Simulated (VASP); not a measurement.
Input of a VASP 6.6.1 run:

Contents of INCAR:

```
PREC = Accurate
ENCUT = 600
EDIFF = 1E-6
ISMEAR = 0
SIGMA = 0.1
LREAL = F
LASPH = T
NELM = 100
ALGO = Normal
ISIF = 3
LWAVE = F
LCHARG = F
GGA = PE
IBRION = 2
NSW = 100
EDIFFG = -0.01
```

File KPOINTS:

```
Automatic mesh
0
Gamma
  8 8 8
```

The input POSCAR:

```
Zn4Ge
1.0
    4.6905479987      0.0000000000      0.0000000000
    0.0000000000      4.6905479987      0.0000000000
    0.0000000000      0.0000000000      4.6905479987
Zn Ge
4 1
Direct
    0.0000000000      0.5000000000      0.5000000000
    0.5000000000      0.0000000000      0.5000000000
    0.5000000000      0.5000000000      0.0000000000
    0.5000000000      0.5000000000      0.5000000000
    0.0000000000      0.0000000000      0.0000000000
```

Potentials or basis: VASP PAW PBE potentials, release 64 (Zn, Ge_d).

Command:

```bash
$ cat potpaw_PBE.64/Zn/POTCAR potpaw_PBE.64/Ge_d/POTCAR > POTCAR
$ mpirun -np 1 vasp_std > vasp.out
```

(1) What does it give for the relaxed volume?

(2) Estimate the space group after relaxing (to 0.05 Å).

(3) Estimate the relaxed cell.

Results:

(1) 20.45 Å³/atom.

(2) Pm-3m (No. 221).

(3) a = 4.676 Å, b = 4.676 Å, c = 4.676 Å, α = 90.00°, β = 90.00°, γ = 90.00°.
